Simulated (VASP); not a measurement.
Here is a VASP 6.6.1 calculation.

The input INCAR:

```
SYSTEM = Cu
ALGO = Normal
EDIFF = 1E-6
ENCUT = 520
GGA = PE
ISIF = 2
ISMEAR = -1
LASPH = .TRUE.
LCHARG = .FALSE.
LREAL = .FALSE.
LWAVE = .FALSE.
NBANDS = 12
NELM = 80
PREC = Accurate
SIGMA = 0.15
```

KPOINTS

```
k-points
0
G
  20 20 20
  0 0 0
```

File POSCAR:

```
Cu
1.0
    0.0000000000      1.7884487422      1.7884487422
    1.7884487422      0.0000000000      1.7884487422
    1.7884487422      1.7884487422      0.0000000000
Cu
1
Direct
    0.0000000000      0.0000000000      0.0000000000
```

Potentials or basis: VASP PAW PBE potentials, release 64 (Cu).

Command:

```sh
$ cat potpaw_PBE.64/Cu/POTCAR > POTCAR
$ mpirun -np 1 vasp_std > vasp.out
```

(1) Predict the pressure.

Answers

(1) 7.5 GPa.
